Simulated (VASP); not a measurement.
# TaInS3 (I4/mcm) in VASP: relaxation of cell and atoms with PBE

Aim: the relaxation of cell and atoms of TaInS3 with PBE.

Everything below comes from runs of VASP 6.6.1. Logs are shortened: lines on timing, memory, paths and dates and some standing lists are left out, and cuts for length are marked.

## Step 1: The cell of the first run

Symmetry: I4/mcm, No. 140, tetragonal system. The conventional cell has a = 6.638 Å, b = 6.638 Å, c = 9.879 Å, α = 90.00°, β = 90.00°, γ = 90.00°. Within 3.2 Å of Ta (site symmetry 4/m) lie 6 S at 2.43 to 2.47 Å. Within 4.2 Å of In (site symmetry -42m) lie 12 S at 3.00 to 3.87 Å and 8 Ta at 4.14 Å. Within 3.2 Å of S (site symmetry m2m) lie 2 Ta at 2.43 Å and 2 In at 3.00 Å. S (site symmetry 422) has 2 Ta at 2.47 Å and 4 In at 3.32 Å and 8 S at 3.47 Å within 3.5 Å.

## Step 2: Relaxation of cell and atoms, PBE

INCAR reads:

```
SYSTEM = TaInS3
PREC = Accurate
ENCUT = 600
EDIFF = 1E-6
ISMEAR = 0
SIGMA = 0.1
LREAL = .False.
LASPH = .True.
NELM = 80
ALGO = Fast
ISIF = 3
LWAVE = .False.
LCHARG = .False.
GGA = PE
IBRION = 2
NSW = 100
EDIFFG = -0.01
KPAR = 4
```

KPOINTS reads:

```
Automatic mesh
0
Gamma
  8 8 8
  0 0 0
```

POSCAR reads:

```
TaInS3
1.0
   -3.3191495938      3.3191495938      4.9397439207
    3.3191495938     -3.3191495938      4.9397439207
    3.3191495938      3.3191495938     -4.9397439207
Ta In S
2 2 6
Direct
    0.5000000000      0.5000000000      0.0000000000
    0.0000000000      0.0000000000      0.0000000000
    0.7500000000      0.2500000000      0.5000000000
    0.2500000000      0.7500000000      0.5000000000
    0.3178031042      0.8178031042      0.1356062084
    0.8178031042      0.6821968958      0.5000000000
    0.7500000000      0.7500000000      0.0000000000
    0.6821968958      0.1821968958      0.8643937916
    0.1821968958      0.3178031042      0.5000000000
    0.2500000000      0.2500000000      0.0000000000
```

Potentials or basis: VASP PAW PBE potentials, release 64 (Ta_pv, In_d, S).

Started as:

```bash
$ cat potpaw_PBE.64/Ta_pv/POTCAR potpaw_PBE.64/In_d/POTCAR potpaw_PBE.64/S/POTCAR > POTCAR
$ mpirun -np 4 vasp_std > vasp.out
```

OUTCAR:

```text
SYSTEM = TaInS3
   PREC = Accurate
   ENCUT = 600
   EDIFF = 1E-6
   ISMEAR = 0
   LREAL = .False.
   LASPH = .True.
   NELM = 80
   ISIF = 3
   GGA = PE
   IBRION = 2
   NSW = 100
   EDIFFG = -0.01

 ion  position               nearest neighbor table
   1  0.500  0.500  0.000-   5 2.43   8 2.43   6 2.43   9 2.43  10 2.47   7 2.47
   2  0.000  0.000  0.000-   5 2.43   8 2.43   9 2.43   6 2.43  10 2.47   7 2.47
   3  0.750  0.250  0.500-   5 3.00   6 3.00   9 3.00   8 3.00   7 3.32  10 3.32   7 3.32  10 3.32

   4  0.250  0.750  0.500-   8 3.00   6 3.00   9 3.00   5 3.00   7 3.32  10 3.32  10 3.32   7 3.32

   5  0.318  0.818  0.136-   1 2.43   2 2.43   3 3.00   4 3.00
   6  0.818  0.682  0.500-   2 2.43   1 2.43   4 3.00   3 3.00
   7  0.750  0.750  0.000-   1 2.47   2 2.47   3 3.32   4 3.32   3 3.32   4 3.32
   8  0.682  0.182  0.864-   1 2.43   2 2.43   4 3.00   3 3.00
   9  0.182  0.318  0.500-   1 2.43   2 2.43   4 3.00   3 3.00
  10  0.250  0.250  0.000-   1 2.47   2 2.47   3 3.32   4 3.32   4 3.32   3 3.32

  LATTYP: Found a body centered tetragonal cell.
 ALAT       =     6.6382991876
 C/A-ratio  =     1.4882558864

  Lattice vectors:

 A1 = (  -3.3191495938,   3.3191495938,   4.9397439207)
 A2 = (   3.3191495938,  -3.3191495938,   4.9397439207)
 A3 = (   3.3191495938,   3.3191495938,  -4.9397439207)

Analysis of symmetry for initial positions (statically):
=====================================================================
 Subroutine PRICEL returns:
 Original cell was already a primitive cell.

 Routine SETGRP: Setting up the symmetry group for a
 body centered tetragonal supercell.

 Subroutine GETGRP returns: Found 16 space group operations
 (whereof  8 operations were pure point group operations)
 out of a pool of 16 trial point group operations.

The static configuration has the point symmetry C_4h.
 The point group associated with its full space group is D_4h.

Analysis of symmetry for dynamics (positions and initial velocities):
=====================================================================
 Subroutine PRICEL returns:
 Original cell was already a primitive cell.

 Routine SETGRP: Setting up the symmetry group for a
 body centered tetragonal supercell.

 Subroutine GETGRP returns: Found 16 space group operations
 (whereof  8 operations were pure point group operations)
 out of a pool of 16 trial point group operations.

The dynamic configuration has the point symmetry C_4h.
 The point group associated with its full space group is D_4h.

 Subroutine INISYM returns: Found 16 space group operations
 (whereof  8 operations are pure point group operations),
 and found     1 'primitive' translations

----------------------------------------------------------------------------------------

                                     Primitive cell

  volume of cell :     217.6798

  direct lattice vectors                    reciprocal lattice vectors
    -3.319149594  3.319149594  4.939743921     0.000000000  0.150640996  0.101219822
     3.319149594 -3.319149594  4.939743921     0.150640996  0.000000000  0.101219822
     3.319149594  3.319149594 -4.939743921     0.150640996  0.150640996  0.000000000

  length of vectors
     6.814292190  6.814292190  6.814292190     0.181488738  0.181488738  0.213038539

  position of ions in fractional coordinates (direct lattice)
     0.500000000  0.500000000  0.000000000
     0.000000000  0.000000000  0.000000000
     0.750000000  0.250000000  0.500000000
     0.250000000  0.750000000  0.500000000
     0.317803104  0.817803104  0.135606208
     0.817803104  0.682196896  0.500000000
     0.750000000  0.750000000  0.000000000
     0.682196896  0.182196896  0.864393792
     0.182196896  0.317803104  0.500000000
     0.250000000  0.250000000  0.000000000

  ion indices of the primitive-cell ions
   primitive index   ion index
                 1           1
                 2           2
                 3           3
                 4           4
                 5           5
                 6           6
                 7           7
                 8           8
                 9           9
                10          10

----------------------------------------------------------------------------------------

 KPOINTS: Automatic mesh

Automatic generation of k-mesh.
 Grid dimensions read from file:
 generate k-points for:    8    8    8

 Generating k-lattice:

  Cartesian coordinates                     Fractional coordinates (reciprocal lattice)
     0.000000000  0.018830124  0.012652478     0.125000000  0.000000000  0.000000000
     0.018830124  0.000000000  0.012652478     0.000000000  0.125000000  0.000000000
     0.018830124  0.018830124  0.000000000     0.000000000  0.000000000  0.125000000

  Length of vectors
     0.022686092  0.022686092  0.026629817

  Shift w.r.t. Gamma in fractional coordinates (k-lattice)
     0.000000000  0.000000000  0.000000000

 Subroutine IBZKPT returns following result:
 ===========================================

 Found     59 irreducible k-points:

 Following reciprocal coordinates:
            Coordinates               Weight
  0.000000  0.000000  0.000000      1.000000
  0.125000  0.000000 -0.000000      8.000000
  0.250000  0.000000 -0.000000      8.000000
  0.375000  0.000000  0.000000      8.000000
  0.500000  0.000000 -0.000000      4.000000
  0.125000  0.125000 -0.000000      8.000000
[... 16 lines left out ...]
  0.250000  0.125000  0.125000     16.000000
  0.375000  0.125000  0.125000      8.000000
 [... further k-points ...]
   k-points           NKPTS =     59   k-points in BZ     NKDIM =     59   number of bands    NBANDS=     50
   number of dos      NEDOS =    301   number of ions     NIONS =     10
   total plane-waves  NPLWV = 157464
   dimension x,y,z NGX =    54 NGY =   54 NGZ =   54
   dimension x,y,z NGXF=   108 NGYF=  108 NGZF=  108
   ions per type =               2   2   6
   NGX,Y,Z   is equivalent  to a cutoff of  13.17, 13.17, 13.17 a.u.
   NGXF,Y,Z  is equivalent  to a cutoff of  26.35, 26.35, 26.35 a.u.
 SYSTEM =  TaInS3
   PREC   = accura    normal or accurate (medium, high low for compatibility)
   ISTART =      0    job   : 0-new  1-cont  2-samecut
   ICHARG =      2    charge: 1-file 2-atom 10-const
   ISPIN  =      1    spin polarized calculation?
   LNONCOLLINEAR =      F non collinear calculations
   LSORBIT =      F    spin-orbit coupling
   LASPH  =      T    aspherical Exc in radial PAW
   ENCUT  =  600.0 eV  44.10 Ry    6.64 a.u.  13.61 13.61 13.61*2*pi/ulx,y,z
   NELM   =     80;   NELMIN=  2; NELMDL= -5     # of ELM steps
   EDIFF  = 0.1E-05   stopping-criterion for ELM
   LREAL  =      F    real-space projection
   EDIFFG = -.1E-01   stopping-criterion for IOM
   NSW    =    100    number of steps for IOM
   IBRION =      2    ionic relax: 0-MD 1-quasi-New 2-CG
   NFREE  =      1    steps in history (QN), initial steepest desc. (CG)
   ISIF   =      3    stress and relaxation
   ISYM   =      2    0-nonsym 1-usesym 2-fastsym
   POTIM  = 0.5000    time-step for ionic-motion
   TEBEG  =    0.0;   TEEND  =   0.0 temperature during run
   PSTRESS=    0.0 pullay stress
   NELECT =      84.0000    total number of electrons
   NUPDOWN=      -1.0000    fix difference up-down
   EMIN   =  10.00;   EMAX   =-10.00  energy-range for DOS
   EFERMI =   0.00;   METHOD = LEGACY
   ISMEAR =     0;   SIGMA  =   0.10  broadening in eV -4-tet -1-fermi 0-gaus
   EFERMI_NEDOS =   21; number of points for ismear=-14 and -15
   IALGO  =     68    algorithm
   IMIX   =      4    mixing-type and parameters
     AMIX     =   0.40;   BMIX     =  1.00
     AMIX_MAG =   1.60;   BMIX_MAG =  1.00
  volume/ion in A,a.u.               =      21.77       146.90
  Fermi-wavevector in a.u.,A,eV,Ry     =   1.191869  2.252306 19.327783  1.420552
  Thomas-Fermi vector in A             =   2.327921
   LORBIT       =      0    0 simple, 1 ext, 2 COOP (PROOUT), +10 PAW based schemes
   GGA     = PE    functional components
   LHFCALC =     F    Hartree Fock is set to
   AEXX    =    0.0000 exact exchange contribution
   IVDW    =     0    specifies the selected vdW correction
   LEPSILON=     F    determine dielectric tensor
   LRPA    =     F    only Hartree local field effects (RPA)
 conjugate gradient relaxation of ions
 non-spin polarized calculation
 RMM-DIIS sequential band-by-band and
 Gauss-broadening in eV      SIGMA  =   0.10
  energy-cutoff  :      600.00
  volume of cell :      217.68
 maximum number of plane-waves:      7290
   NGX = 27   NGY = 27   NGZ = 27

--------------------------------------- Ionic step        1  -------------------------------------------

 number of electron      84.0000006 magnetization

 Free energy of the ion-electron system (eV)
  ---------------------------------------------------
  ext. energy  EPLUGINS =         0.00000000
  ---------------------------------------------------
  free energy    TOTEN  =       -59.62453996 eV

  energy without entropy =      -59.60888533  energy(sigma->0) =      -59.61671264

------------------------ aborting loop because EDIFF is reached ----------------------------------------

  FORCE on cell =-STRESS in cart. coord.  units (eV):
  Direction    XX          YY          ZZ          XY          YZ          ZX
  --------------------------------------------------------------------------------------
  -------------------------------------------------------------------------------------
  Total        0.4265349      0.4265349     -0.1720351      0.0000000     -0.0000000      0.0000000
  in kB        3.1394029      3.1394029     -1.2662215      0.0000000     -0.0000000      0.0000000
  external PRESSURE =       1.6708614 kB  Pullay stress =       0.0000000 kB
[... 249 lines left out ...]
  energy  without entropy=      -59.6104091206  energy(sigma->0) =      -59.61842670

--------------------------------------- Ionic step        7  -------------------------------------------

 number of electron      84.0000004 magnetization

 Free energy of the ion-electron system (eV)
  ---------------------------------------------------
  ext. energy  EPLUGINS =         0.00000000
  ---------------------------------------------------
  free energy    TOTEN  =       -59.62683920 eV

  energy without entropy =      -59.61083353  energy(sigma->0) =      -59.61883636

 E-fermi :   5.1332     XC(G=0): -10.0712

 val. band max:        5.1242433086   @ k =  -0.3750   0.3750   0.1250
 cond. band min:       5.1428046562   @ k =  -0.3750   0.2500   0.0000
 fundamental gap:      0.0185613477
 Fermi energy:         5.1332222249

 k-point     1 :       0.0000    0.0000    0.0000
  band No.  band energies     occupation
      1     -30.4518      2.00000
      2     -30.4518      2.00000
      3     -30.4435      2.00000
      4     -30.4435      2.00000
      5     -30.4356      2.00000
      6     -30.4300      2.00000
[... 1261 lines left out ...]
     49       8.1285      0.00000
     50       8.1285      0.00000

 [... further k-points ...]

------------------------ aborting loop because EDIFF is reached ----------------------------------------

  FORCE on cell =-STRESS in cart. coord.  units (eV):
  Direction    XX          YY          ZZ          XY          YZ          ZX
  --------------------------------------------------------------------------------------
  -------------------------------------------------------------------------------------
  Total       -0.0417690     -0.0417690      0.0569466      0.0000000      0.0000000      0.0000000
  in kB       -0.3073342     -0.3073342      0.4190103      0.0000000      0.0000000      0.0000000
  external PRESSURE =      -0.0652193 kB  Pullay stress =       0.0000000 kB
[... 25 lines left out ...]
  FREE ENERGIE OF THE ION-ELECTRON SYSTEM (eV)
  ---------------------------------------------------
  free  energy   TOTEN  =       -59.6268392001 eV

  energy  without entropy=      -59.6108335282  energy(sigma->0) =      -59.61883636

 reached required accuracy - stopping structural energy minimisation
```

Run time: 42 min. Hardware: 4 MPI ranks of Oxide Virtual Turin-like, shared host; peak memory 0.89 GiB.

What came out:

| Quantity | Value |
| --- | --- |
| Free energy | -59.6268 eV |
| Relaxed volume | 21.77 Å³/atom |
| Relaxed cell | a = 6.811 Å, b = 6.811 Å, c = 6.811 Å, α = 121.59°, β = 121.59°, γ = 87.27° |
| Space group after relaxing (to 0.1 Å) | I4/mcm (No. 140) |
| Energy gained by relaxing | 0.2 meV/atom |
| Ionic steps | 7 |
| Pressure after relaxing | 0.0 GPa |
| Largest force after relaxing | 0.009 eV/Å |
| Band gap on the k mesh | zero (bands 42 and 43 overlap by 0.59 eV) |

Forces in eV/Å, atoms in the order of the input:
```
Ta   0.000  0.000  0.000
Ta   0.000  0.000  0.000
In   0.000  0.000  0.000
In   0.000  0.000  0.000
S    0.006  0.006  0.000
S   -0.006  0.006  0.000
S    0.000  0.000  0.000
S   -0.006 -0.006  0.000
S    0.006 -0.006  0.000
S    0.000  0.000  0.000
```

The path:
```csv
step,energy change (eV),largest force (eV/Å),pressure (GPa),volume (Å³)
1,0.0000,0.0588,0.17,217.68
2,-0.0012,0.0268,-0.16,218.40
3,-0.0012,0.0297,-0.15,218.37
4,-0.0017,0.0244,-0.02,217.97
5,-0.0017,0.0232,0.01,217.88
6,-0.0019,0.0201,0.01,217.84
7,-0.0023,0.0090,-0.01,217.75
```

Final structure:
```
Ta In S
1.0
    -3.32320    3.32320    4.92926
     3.32320   -3.32320    4.92926
     3.32320    3.32320   -4.92926
Ta In S
2 2 6
Cartesian
  0.0000 0.0000 4.9293
  0.0000 0.0000 0.0000
  0.0000 3.3232 2.4646
  3.3232 0.0000 2.4646
  2.1209 -1.2023 4.9293
  1.2023 2.1209 4.9293
  0.0000 0.0000 7.3939
  1.2023 4.5255 0.0000
  2.1209 1.2023 0.0000
  0.0000 0.0000 2.4646
```

Levels at points of the mesh, in eV from the Fermi level:
```csv
k point,band 39,band 40,band 41,band 42,band 43,band 44,band 45,band 46
"(0.00, 0.00, 0.00)",-1.04,-0.85,-0.85,-0.30,-0.26,0.03,0.03,0.79
"(0.50, 0.00, 0.00)",-1.41,-1.41,-0.73,-0.73,1.00,1.00,1.34,1.34
"(0.50, 0.50, 0.00)",-1.19,-1.18,-0.50,-0.46,0.41,1.07,1.20,1.67
"(0.50, 0.50, 0.50)",-1.60,-0.85,-0.85,-0.29,0.48,1.04,1.59,1.59
```

Caveat: spin-orbit coupling is left out, which moves the levels of the heavy elements.
